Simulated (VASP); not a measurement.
Here is a VASP 6.6.1 calculation.

File INCAR:

```
SYSTEM = Ag2O
ALGO = Normal
EDIFF = 1E-7
EDIFFG = -0.01
ENCUT = 600
GGA = PE
GGA_COMPAT = .False.
IBRION = 2
ISIF = 3
ISMEAR = -1
LASPH = .True.
LCHARG = .False.
LREAL = .False.
LWAVE = .False.
NELM = 120
NELMIN = 4
NSW = 80
PREC = Accurate
SIGMA = 0.1
```

File KPOINTS:

```
k-points
0
Gamma
  7 7 7
  0 0 0
```

Contents of POSCAR:

```
Ag2O
1.0
    4.7180000000      0.0000000000      0.0000000000
    0.0000000000      4.7180000000      0.0000000000
    0.0000000000      0.0000000000      4.7180000000
Ag O
4 2
Direct
    0.2500000000      0.2500000000      0.2500000000
    0.2500000000      0.7500000000      0.7500000000
    0.7500000000      0.7500000000      0.2500000000
    0.7500000000      0.2500000000      0.7500000000
    0.0000000000      0.0000000000      0.0000000000
    0.5000000000      0.5000000000      0.5000000000
```

Potentials or basis: VASP PAW PBE potentials, release 64 (Ag, O).

Launch:

```sh
$ cat potpaw_PBE.64/Ag/POTCAR potpaw_PBE.64/O/POTCAR > POTCAR
$ mpirun -np 1 vasp_std > vasp.out
```

Task: What does it give for the space group after relaxing (to 0.1 Å)?

Result: Pn-3m (No. 224).

Task: What does it give for the relaxed volume?

Result: 18.54 Å³/atom.

Task: What does it give for the band gap on the k mesh?

Result: Zero (filled and empty bands touch).

Task: Predict the relaxed cell.

Result: a = 4.810 Å, b = 4.810 Å, c = 4.810 Å, α = 90.00°, β = 90.00°, γ = 90.00°.

Final structure:
```cif
data_structure
_symmetry_space_group_name_H-M 'P 1'
_symmetry_Int_Tables_number 1
_cell_length_a 4.8095
_cell_length_b 4.8095
_cell_length_c 4.8095
_cell_angle_alpha 90.000
_cell_angle_beta 90.000
_cell_angle_gamma 90.000
_cell_volume 111.25
loop_
_atom_site_label
_atom_site_type_symbol
_atom_site_fract_x
_atom_site_fract_y
_atom_site_fract_z
_atom_site_occupancy
Ag1 Ag 0.25000 0.25000 0.25000 1
Ag2 Ag 0.25000 0.75000 0.75000 1
Ag3 Ag 0.75000 0.75000 0.25000 1
Ag4 Ag 0.75000 0.25000 0.75000 1
O1 O 0.00000 0.00000 0.00000 1
O2 O 0.50000 0.50000 0.50000 1
```

Caveat: semilocal functionals underestimate gaps, and a narrow one can read as zero. Zero-point motion and thermal expansion aren't in these numbers.
